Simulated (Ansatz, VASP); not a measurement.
This is a calculation of Al2Cu for Ansatz 0.2.0.

The input input.yaml:

```yaml
crystal:
  lattice:
    - [-3.0929954968, 3.0929954968, 2.4863258675]
    - [3.0929954968, -3.0929954968, 2.4863258675]
    - [3.0929954968, 3.0929954968, -2.4863258675]
  atoms:
    - { symbol: Cu, position: [0.25, 0.25, 0.0] }
    - { symbol: Cu, position: [0.75, 0.75, 0.0] }
    - { symbol: Al, position: [0.3419, 0.1581, 0.5] }
    - { symbol: Al, position: [0.8419, 0.3419, 0.1838] }
    - { symbol: Al, position: [0.6581, 0.8419, 0.5] }
    - { symbol: Al, position: [0.1581, 0.6581, 0.8162] }
hamiltonian:
  xc: r2scan
  pseudopotentials: { kind: paw }
kpoints:
  mp_grid: { grid: [7, 7, 7] }
scf:
  occupations: { method: fermi_dirac, width: 0.05 }
output:
  forces: true
  stress: true
  eigenvalues: true
```

Potentials or basis: Ansatz PAW.

Run with:

```bash
$ ansatz run input.yaml --threads 1 --pin off --max-ram 3584MiB --backend cpu --events-out ev --progress --plain --runs-dir out
```

Q: Translate it to VASP 6.6.1. Potentials there: VASP PAW PBE potentials, release 64 (Cu, Al).

A: As run (the cutoff follows the program's own potentials):

File POSCAR:

```
Al2Cu
1.0
   -3.0929954968      3.0929954968      2.4863258675
    3.0929954968     -3.0929954968      2.4863258675
    3.0929954968      3.0929954968     -2.4863258675
Cu Al
2 4
Direct
    0.2500000000      0.2500000000      0.0000000000
    0.7500000000      0.7500000000      0.0000000000
    0.3419000000      0.1581000000      0.5000000000
    0.8419000000      0.3419000000      0.1838000000
    0.6581000000      0.8419000000      0.5000000000
    0.1581000000      0.6581000000      0.8162000000
```

File INCAR.step1:

```
SYSTEM = Al2Cu
PREC = Accurate
ENCUT = 520
ISMEAR = -1
SIGMA = 0.05
LREAL = .FALSE.
LASPH = .TRUE.
NELM = 100
NBANDS = 26
GGA = PE
ALGO = Normal
EDIFF = 1E-4
LWAVE = .TRUE.
LCHARG = .FALSE.
```

Contents of INCAR.step2:

```
SYSTEM = Al2Cu
PREC = Accurate
ENCUT = 520
EDIFF = 1E-7
ISMEAR = -1
SIGMA = 0.05
LREAL = .FALSE.
LASPH = .TRUE.
NELM = 100
ALGO = Normal
ISIF = 2
LWAVE = .FALSE.
LCHARG = .TRUE.
METAGGA = R2SCAN
LMIXTAU = .TRUE.
LELF = .TRUE.
LVHAR = .TRUE.
NBANDS = 26
ISTART = 1
```

File KPOINTS:

```
regular mesh
0
G
  7 7 7
  0 0 0
```

Potentials or basis: VASP PAW PBE potentials, release 64 (Cu, Al).

The run is started by

```sh
$ cat potpaw_PBE.64/Cu/POTCAR potpaw_PBE.64/Al/POTCAR > POTCAR
$ cp INCAR.step1 INCAR
$ mpirun -np 1 vasp_std > vasp.out
$ cp INCAR.step2 INCAR
$ mpirun -np 1 vasp_std > vasp.out
```

Both were run:

|  | VASP | Ansatz | Ansatz less VASP |
| --- | --- | --- | --- |
| gap on the k mesh at the Fermi level (eV) | none | none | - |
| pressure (GPa) | -8.9 | -8.8 | +0.06 |
| traceless stress, the component that is largest in VASP (GPa) | -0.08 | -0.12 | -0.041 |
| rms of the force components (eV/Å) | 0.047 | 0.049 | +0.0020 |

VASP's potentials were made for PBE, not for r2SCAN. Atom by atom the forces differ by 0.002 eV/Å (rms over components). A gap of «none» marks a metal or a gap that the smearing closes. VASP's potentials hold 34 valence electrons a cell and Ansatz's 50, so a difference there can come from the potentials and not from the codes.
